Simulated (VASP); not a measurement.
BiAs: single point with PBE

Crystal: BiAs.

```xyz
2
Lattice="0.0000 3.0166 3.0166 3.0166 0.0000 3.0166 3.0166 3.0166 0.0000" Properties=species:S:1:pos:R:3 pbc="T T T"
Bi    3.0166    3.0166    3.0166
As    0.0000    0.0000    0.0000
```

```json
{
 "Program": "VASP 6.6.1",
 "Task": "single point",
 "Functional": "PBE",
 "Potentials or basis": "VASP PAW PBE potentials, release 64 (Bi_d, As)",
 "Cutoff": "520 eV",
 "k mesh": "16 × 16 × 16",
 "Occupations": "gaussian, width 0.1 eV",
 "Spin": "no spin polarisation",
 "Dipole correction": "no",
 "Further INCAR settings": "ALGO = Normal; EDIFF = 1e-06; NBANDS = 17"
}
```

| Quantity | Value |
| --- | --- |
| Pressure | 0.0 GPa |
| Band gap on the k mesh | zero (band 10 reaches 6.14 eV, above the bottom of band 11 at 6.12 eV) |

Levels at points of the mesh, in eV from the Fermi level:
| k point | band 8 | band 9 | band 10 | band 11 | band 12 | band 13 |
| --- | --- | --- | --- | --- | --- | --- |
| (0.00, 0.00, 0.00) | -1.53 | -1.53 | -1.53 | 3.67 | 3.67 | 3.67 |
| (0.50, 0.00, 0.00) | -0.64 | -0.64 | -0.18 | -0.03 | 0.09 | 0.09 |
| (0.50, 0.50, 0.00) | -5.55 | -3.43 | -3.43 | 2.86 | 5.44 | 5.44 |

Run time: 31 s on 1 thread of Intel(R) Xeon(R) 6975P-C (Granite Rapids), on a shared host, peak memory 0.27 GiB.

Caveat: spin-orbit coupling is left out, which moves the levels of the heavy elements.
